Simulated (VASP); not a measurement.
Set up this calculation in VASP 6.6.1, as the native input.

```yaml
Task: relaxation of cell and atoms
Functional: PBE
Potentials_or_basis: VASP PAW PBE potentials, release 64 (Al, N)
Cutoff: 600 eV
k_mesh: 16 × 16 × 16
Occupations: gaussian, width 0.1 eV
Spin: no spin polarisation
Dipole_correction: no
Further_INCAR_settings: ALGO = Fast; EDIFF = 1e-06; IBRION = 2; EDIFFG = -0.01; NSW = 100; ISIF = 3
```

The structure of Al3N lies in POSCAR:

```
Al3N
1.0
   -1.9096904250      1.9704594195      4.1837885452
    1.9096904250     -1.9704594195      4.1837885452
    1.9096904250      1.9704594195     -4.1837885452
Al N
3 1
Direct
    0.2282330627      0.7282330627      0.5000000000
    0.7717669373      0.2717669373      0.5000000000
    0.0000000000      0.0000000000      0.0000000000
    0.0000000000      0.5000000000      0.5000000000
```

The cell was generated, and may not be a known phase.

The input as run:

INCAR

```
SYSTEM = Al3N
PREC = Accurate
ENCUT = 600
EDIFF = 1E-6
ISMEAR = 0
SIGMA = 0.1
LREAL = .False.
LASPH = .True.
NELM = 100
ALGO = Fast
ISIF = 3
LWAVE = .False.
LCHARG = .False.
GGA = PE
IBRION = 2
NSW = 100
EDIFFG = -0.01
```

KPOINTS

```
Automatic mesh
0
Gamma
  16 16 16
  0 0 0
```

Potentials or basis: VASP PAW PBE potentials, release 64 (Al, N).

Launch:

```bash
$ cat potpaw_PBE.64/Al/POTCAR potpaw_PBE.64/N/POTCAR > POTCAR
$ mpirun -np 1 vasp_std > vasp.out
```

Results of the run:

```json
{
  "Relaxed volume": "15.49 Å³/atom",
  "Relaxed cell": "a = 5.017 Å, b = 5.017 Å, c = 5.017 Å, α = 134.57°, β = 135.66°, γ = 65.36°",
  "Space group after relaxing (to 0.1 Å)": "Immm (No. 71)",
  "Energy gained by relaxing": "1.3 meV/atom",
  "Ionic steps": "11",
  "Pressure after relaxing": "0.0 GPa",
  "Largest force after relaxing": "0.005 eV/Å",
  "Band gap on the k mesh": "zero (bands 7 and 8 overlap by 3.74 eV)"
}
```

Run time: 67 min on 1 thread of Oxide Virtual Turin-like Processor (shared host), peak memory 0.63 GiB.
